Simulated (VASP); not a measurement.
# InAs (F-43m) in VASP: further runs

Runs on InAs. Level: PBE. Tasks: relaxation of cell and atoms.

All numbers are computed with VASP 6.6.1; they aren't measurements. Logs are shortened: lines on timing, memory, paths and dates and some standing lists are left out, and cuts for length are marked.

## (1) The cell of the first run

Symmetry: F-43m, No. 216, cubic system. Conventional cell: a = 5.645 Å, b = 5.645 Å, c = 5.645 Å, α = 90.00°, β = 90.00°, γ = 90.00°. Within 3.2 Å of In (site symmetry -43m) lie 4 As at 2.44 Å. As (site symmetry -43m) has 4 In at 2.44 Å within 3.2 Å.

## (2) Relaxation of cell and atoms, PBE, target pressure 30 GPa, at which the enthalpy is minimised

Contents of INCAR:

```
PREC = Accurate
ENCUT = 600
EDIFF = 1E-6
ISMEAR = 0
SIGMA = 0.1
LREAL = F
LASPH = T
NELM = 80
ALGO = Normal
ISIF = 3
LWAVE = F
LCHARG = F
GGA = PE
IBRION = 2
NSW = 70
EDIFFG = -0.008
PSTRESS = 300.0
```

Contents of KPOINTS:

```
Automatic mesh
0
Gamma
  14 14 14
```

Contents of POSCAR:

```
InAs
1.0
    0.0000000000      2.8223373212      2.8223373212
    2.8223373212      0.0000000000      2.8223373212
    2.8223373212      2.8223373212      0.0000000000
In As
1 1
Direct
    0.7500000000      0.7500000000      0.7500000000
    0.0000000000      0.0000000000      0.0000000000
```

Potentials or basis: VASP PAW PBE potentials, release 64 (In_d, As).

On the command line:

```console
$ cat potpaw_PBE.64/In_d/POTCAR potpaw_PBE.64/As/POTCAR > POTCAR
$ mpirun -np 1 vasp_std > vasp.out
```

OUTCAR:

```text
PREC = Accurate
   ENCUT = 600
   EDIFF = 1E-6
   ISMEAR = 0
   LREAL = F
   LASPH = T
   NELM = 80
   ISIF = 3
   GGA = PE
   IBRION = 2
   NSW = 70
   EDIFFG = -0.008
   PSTRESS = 300.0

 ion  position               nearest neighbor table
   1  0.750  0.750  0.750-   2 2.44   2 2.44   2 2.44   2 2.44
   2  0.000  0.000  0.000-   1 2.44   1 2.44   1 2.44   1 2.44

  LATTYP: Found a face centered cubic cell.
 ALAT       =     5.6446746424

  Lattice vectors:

 A1 = (   0.0000000000,   2.8223373212,   2.8223373212)
 A2 = (   2.8223373212,   0.0000000000,   2.8223373212)
 A3 = (   2.8223373212,   2.8223373212,   0.0000000000)

Analysis of symmetry for initial positions (statically):
=====================================================================
 Subroutine PRICEL returns:
 Original cell was already a primitive cell.

 Routine SETGRP: Setting up the symmetry group for a
 face centered cubic supercell.

 Subroutine GETGRP returns: Found 24 space group operations
 (whereof 24 operations were pure point group operations)
 out of a pool of 48 trial point group operations.

The static configuration has the point symmetry T_d .

Analysis of symmetry for dynamics (positions and initial velocities):
=====================================================================
 Subroutine PRICEL returns:
 Original cell was already a primitive cell.

 Routine SETGRP: Setting up the symmetry group for a
 face centered cubic supercell.

 Subroutine GETGRP returns: Found 24 space group operations
 (whereof 24 operations were pure point group operations)
 out of a pool of 48 trial point group operations.

The dynamic configuration has the point symmetry T_d .

 Subroutine INISYM returns: Found 24 space group operations
 (whereof 24 operations are pure point group operations),
 and found     1 'primitive' translations

----------------------------------------------------------------------------------------

                                     Primitive cell

  volume of cell :      44.9632

  direct lattice vectors                    reciprocal lattice vectors
     0.000000000  2.822337321  2.822337321    -0.177158129  0.177158129  0.177158129
     2.822337321  0.000000000  2.822337321     0.177158129 -0.177158129  0.177158129
[... 99 lines left out ...]
   EFERMI =   0.00;   METHOD = LEGACY
   ISMEAR =     0;   SIGMA  =   0.10  broadening in eV -4-tet -1-fermi 0-gaus
   EFERMI_NEDOS =   21; number of points for ismear=-14 and -15
   IALGO  =     38    algorithm
   IMIX   =      4    mixing-type and parameters
     AMIX     =   0.40;   BMIX     =  1.00
     AMIX_MAG =   1.60;   BMIX_MAG =  1.00
  volume/ion in A,a.u.               =      22.48       151.71
  Fermi-wavevector in a.u.,A,eV,Ry     =   1.206554  2.280056 19.806987  1.455772
  Thomas-Fermi vector in A             =   2.342218
   LORBIT       =      0    0 simple, 1 ext, 2 COOP (PROOUT), +10 PAW based schemes
   GGA     = PE    functional components
   LHFCALC =     F    Hartree Fock is set to
   AEXX    =    0.0000 exact exchange contribution
   IVDW    =     0    specifies the selected vdW correction
   LEPSILON=     F    determine dielectric tensor
   LRPA    =     F    only Hartree local field effects (RPA)
 conjugate gradient relaxation of ions
 non-spin polarized calculation
 Gauss-broadening in eV      SIGMA  =   0.10
  energy-cutoff  :      600.00
  volume of cell :       44.96
 maximum number of plane-waves:      1524
   NGX = 15   NGY = 15   NGZ = 15

--------------------------------------- Ionic step        1  -------------------------------------------

 number of electron      18.0000006 magnetization

 Free energy of the ion-electron system (eV)
  ---------------------------------------------------
  ext. energy  EPLUGINS =         0.00000000
  ---------------------------------------------------
  free energy    TOTEN  =        -6.83533395 eV

  energy without entropy =       -6.83533395  energy(sigma->0) =       -6.83533395

------------------------ aborting loop because EDIFF is reached ----------------------------------------

  FORCE on cell =-STRESS in cart. coord.  units (eV):
  Direction    XX          YY          ZZ          XY          YZ          ZX
  --------------------------------------------------------------------------------------
  -------------------------------------------------------------------------------------
  Total        7.2064406      7.2064406      7.2064406      0.0000000     -0.0000000      0.0000000
  in kB      256.7879500    256.7879500    256.7879500      0.0000000     -0.0000000      0.0000000
  external PRESSURE =     -43.2120500 kB  Pullay stress =     300.0000000 kB
[... 101 lines left out ...]
--------------------------------------- Ionic step        4  -------------------------------------------

 number of electron      18.0000001 magnetization

 Free energy of the ion-electron system (eV)
  ---------------------------------------------------
  ext. energy  EPLUGINS =         0.00000000
  ---------------------------------------------------
  free energy    TOTEN  =        -6.62826295 eV

  energy without entropy =       -6.62826295  energy(sigma->0) =       -6.62826295

 E-fermi :   7.6784     XC(G=0): -10.1605

 val. band max:        7.2443652922   @ k =   0.0000   0.0000   0.0000
 cond. band min:       8.2305047462   @ k =   0.0000   0.0000   0.0000
 fundamental gap:      0.9861394540
 Fermi energy:         7.6783768756

 k-point     1 :       0.0000    0.0000    0.0000
  band No.  band energies     occupation
      1      -7.8840      2.00000
      2      -7.8840      2.00000
      3      -7.8840      2.00000
      4      -7.6242      2.00000
      5      -7.6242      2.00000
      6      -6.4329      2.00000
      7       7.2444      2.00000
      8       7.2444      2.00000
      9       7.2444      2.00000
     10       8.2305      0.00000
     11      11.1656      0.00000
     12      11.1656      0.00000
     13      11.1656      0.00000
[... 354 lines left out ...]
  band No.  band energies     occupation
      1      -8.0909      2.00000
      2      -7.8253      2.00000
      3      -7.8179      2.00000
      4      -7.6508      2.00000
      5      -7.6070      2.00000
      6      -5.3448      2.00000
      7       3.1062      2.00000
      8       5.5948      2.00000
      9       5.6242      2.00000
     10       9.9885      0.00000
     11      10.9691      0.00000
     12      12.7421      0.00000
     13      13.2517      0.00000

 [... further k-points ...]

------------------------ aborting loop because EDIFF is reached ----------------------------------------

  FORCE on cell =-STRESS in cart. coord.  units (eV):
  Direction    XX          YY          ZZ          XY          YZ          ZX
  --------------------------------------------------------------------------------------
  -------------------------------------------------------------------------------------
  Total        8.1991764      8.1991764      8.1991764      0.0000000      0.0000000     -0.0000000
  in kB      300.1286575    300.1286575    300.1286575      0.0000000      0.0000000     -0.0000000
  external PRESSURE =       0.1286575 kB  Pullay stress =     300.0000000 kB
[... 21 lines left out ...]
  energy  without entropy=       -6.6282629518  energy(sigma->0) =       -6.62826295

  enthalpy is  TOTEN    =         1.5673986474 eV   P V=        8.1956615993

 reached required accuracy - stopping structural energy minimisation
```

CONTCAR:

```text
InAs
   1.00000000000000
    -0.0000000000000000    2.7971415854043973    2.7971415854043973
     2.7971415854043973    0.0000000000000000    2.7971415854043973
     2.7971415854043973    2.7971415854043973    0.0000000000000000
  In              As
     1     1
Direct
     0.7500000000000000    0.7500000000000000    0.7500000000000000
     0.0000000000000000    0.0000000000000000    0.0000000000000000

  0.00000000E+00  0.00000000E+00  0.00000000E+00
  0.00000000E+00  0.00000000E+00  0.00000000E+00
```

Run time: 74 s. Hardware: 1 thread of Intel Xeon 6975P-C (Granite Rapids), shared host; peak memory 0.25 GiB.

Results:

```yaml
Free_energy: -6.6283 eV
Relaxed_volume: 21.88 Å³/atom
Relaxed_cell: a = 3.956 Å, b = 3.956 Å, c = 3.956 Å, α = 60.00°, β = 60.00°, γ = 60.00°
Space_group_after_relaxing_to_0.1_Å: F-43m (No. 216)
Energy_change_on_relaxing_the_run_minimises_the_enthalpy: +103.5 meV/atom
Ionic_steps: 4
Pressure_after_relaxing: 30.0 GPa
Band_gap_on_the_k_mesh: 0.99 eV
```

Step by step:
| step | energy change (eV) | largest force (eV/Å) | pressure (GPa) | volume (Å³) |
| --- | --- | --- | --- | --- |
| 1 | 0.0000 | 0.0000 | 25.68 | 44.96 |
| 2 | 0.7928 | 0.0000 | 41.74 | 41.13 |
| 3 | 0.2027 | 0.0000 | 29.90 | 43.79 |
| 4 | 0.2071 | 0.0000 | 30.01 | 43.77 |

Final structure:
```
CELL_PARAMETERS angstrom
0.00000 2.79714 2.79714
2.79714 0.00000 2.79714
2.79714 2.79714 0.00000
ATOMIC_POSITIONS crystal
In 0.75000 0.75000 0.75000
As 0.00000 0.00000 0.00000
```

Caveat: the cell is relaxed towards a set pressure, so the run minimises the enthalpy, not the energy; spin-orbit coupling is left out, which moves the levels of the heavy elements. A k mesh can miss the band edges.

## (3) Relaxation of cell and atoms, PBE, target pressure 15 GPa, at which the enthalpy is minimised

This run uses another cell than the first one, of 24.16 Å³/atom.

Contents of INCAR:

```
SYSTEM = InAs
ALGO = Normal
EDIFF = 1E-6
EDIFFG = -0.008
ENCUT = 600
GGA = PE
IBRION = 2
ISIF = 3
ISMEAR = 0
LASPH = .TRUE.
LCHARG = .FALSE.
LREAL = .FALSE.
LWAVE = .FALSE.
NELM = 60
NSW = 70
PREC = Accurate
PSTRESS = 150.0
SIGMA = 0.1
```

Contents of KPOINTS:

```
k-points
0
G
  12 12 12
  0 0 0
```

Contents of POSCAR:

```
InAs
1.0
    0.0000000000      2.8907377139      2.8907377139
    2.8907377139      0.0000000000      2.8907377139
    2.8907377139      2.8907377139      0.0000000000
In As
1 1
Direct
    0.7500000000      0.7500000000      0.7500000000
    0.0000000000      0.0000000000      0.0000000000
```

Potentials or basis: VASP PAW PBE potentials, release 64 (In_d, As).

On the command line:

```console
$ cat potpaw_PBE.64/In_d/POTCAR potpaw_PBE.64/As/POTCAR > POTCAR
$ mpirun -np 1 vasp_std > vasp.out
```

Wall time 3.3 min (1 thread of Intel Xeon 8259CL, shared host); peak memory 0.25 GiB.

The run converged. Its results:

* Free energy: -7.3099 eV
* Relaxed volume: 24.38 Å³/atom
* Relaxed cell: a = 4.101 Å, b = 4.101 Å, c = 4.101 Å, α = 60.00°, β = 60.00°, γ = 60.00°
* Space group after relaxing (to 0.1 Å): F-43m (No. 216)
* Energy change on relaxing (the run minimises the enthalpy): -21.8 meV/atom
* Ionic steps: 3
* Pressure after relaxing: 15.0 GPa
* Band gap on the k mesh: 0.45 eV

The path:
| step | energy change (eV) | largest force (eV/Å) | pressure (GPa) | volume (Å³) |
| --- | --- | --- | --- | --- |
| 1 | 0.0000 | 0.0000 | 16.08 | 48.31 |
| 2 | -0.1053 | 0.0000 | 13.52 | 49.46 |
| 3 | -0.0436 | 0.0000 | 15.02 | 48.76 |

Final structure:
```
In As
1.0
     0.00000    2.89968    2.89968
     2.89968    0.00000    2.89968
     2.89968    2.89968    0.00000
In As
1 1
Direct
  0.75000 0.75000 0.75000
  0.00000 0.00000 0.00000
```

Levels at points of the mesh, in eV from the valence-band top:
```
           k point  band 5  band 6  band 7  band 8  band 9  band 10  band 11  band 12  band 13
(0.00, 0.00, 0.00)  -14.53  -12.76    0.00    0.00    0.00     0.45     3.94     3.94     3.94
(0.50, 0.00, 0.00)  -14.52  -10.85   -6.48   -1.19   -1.19     1.24     4.72     4.72     6.94
(0.50, 0.50, 0.00)  -14.50  -10.17   -6.43   -2.79   -2.79     1.31     2.04    10.04    10.16
```

Caveat: the cell is relaxed towards a set pressure, so the run minimises the enthalpy, not the energy; spin-orbit coupling is left out, which moves the levels of the heavy elements.

## (4) Relaxation of cell and atoms, PBE, target pressure 8 GPa, at which the enthalpy is minimised

This run uses another cell than the first one, of 25.96 Å³/atom.

Contents of INCAR:

```
SYSTEM = InAs
  PREC = Accurate
  ENCUT = 600
  EDIFF = 1E-7
  ISMEAR = 0
  SIGMA = 0.1
  LREAL = .FALSE.
  LASPH = .TRUE.
  NELM = 80
  ALGO = Normal
  ISIF = 3
  LWAVE = .FALSE.
  LCHARG = .FALSE.
  GGA = PE
  IBRION = 2
  NSW = 70
  EDIFFG = -0.008
  PSTRESS = 80.0
```

Contents of KPOINTS:

```
regular mesh
0
G
  12 12 12
  0 0 0
```

Contents of POSCAR:

```
InAs
1.0
    0.0000000000      2.9609447934      2.9609447934
    2.9609447934      0.0000000000      2.9609447934
    2.9609447934      2.9609447934      0.0000000000
In As
1 1
Direct
    0.7500000000      0.7500000000      0.7500000000
    0.0000000000      0.0000000000      0.0000000000
```

On the command line:

```console
$ cat potpaw_PBE.64/In_d/POTCAR potpaw_PBE.64/As/POTCAR > POTCAR
$ mpirun -np 1 vasp_std > vasp.out
```

It took 3.4 min on 1 thread of Intel Xeon 8259CL, shared host; peak memory 0.26 GiB.

The run converged. Its results:

```
Free energy                                                : -7.5668 eV
Relaxed volume                                             : 26.20 Å³/atom
Relaxed cell                                               : a = 4.200 Å, b = 4.200 Å, c = 4.200 Å, α = 60.00°, β = 60.00°, γ = 60.00°
Space group after relaxing (to 0.1 Å)                      : F-43m (No. 216)
Energy change on relaxing (the run minimises the enthalpy) : -12.7 meV/atom
Ionic steps                                                : 3
Pressure after relaxing                                    : 8.0 GPa
```

Step by step:
| step | energy change (eV) | largest force (eV/Å) | pressure (GPa) | volume (Å³) |
| --- | --- | --- | --- | --- |
| 1 | 0.0000 | 0.0000 | 8.79 | 51.92 |
| 2 | -0.0486 | 0.0000 | 7.23 | 52.89 |
| 3 | -0.0253 | 0.0000 | 8.01 | 52.40 |

Final structure:
```
In As
1.0
     0.00000    2.97011    2.97011
     2.97011    0.00000    2.97011
     2.97011    2.97011    0.00000
In As
1 1
Direct
  0.75000 0.75000 0.75000
  0.00000 0.00000 0.00000
```

Levels at points of the mesh, in eV from the Fermi level:
```csv
k point,band 7,band 8,band 9,band 10,band 11,band 12
"(0.00, 0.00, 0.00)",-0.08,-0.08,-0.08,0.00,3.85,3.85
"(0.50, 0.00, 0.00)",-6.13,-1.15,-1.15,0.99,4.62,4.62
"(0.50, 0.50, 0.00)",-6.16,-2.59,-2.59,1.37,1.98,9.46
```

Caveat: the cell is relaxed towards a set pressure, so the run minimises the enthalpy, not the energy; spin-orbit coupling is left out, which moves the levels of the heavy elements.

## (5) Overview

```csv
cell,k mesh,gap on the mesh (eV),pressure (GPa)
"relaxed to 30 GPa from a = 3.991 Å, angles 60.0°, 2 atoms",14 × 14 × 14,0.99,30.0
"relaxed to 15 GPa from a = 4.088 Å, angles 60.0°, 2 atoms",12 × 12 × 12,0.45,15.0
"relaxed to 8 GPa from a = 4.187 Å, angles 60.0°, 2 atoms",12 × 12 × 12,-,8.0
```

Alike in all rows: task relaxation of cell and atoms; level PBE; potentials or basis VASP PAW PBE potentials, release 64 (In_d, As); no spin polarisation; cutoff (eV) 600; smearing gaussian 0.1 eV.

Caveats: the cell is relaxed towards a set pressure, so the run minimises the enthalpy, not the energy; spin-orbit coupling is left out, which moves the levels of the heavy elements.

Absolute energies hang on the potentials; compare differences alone.
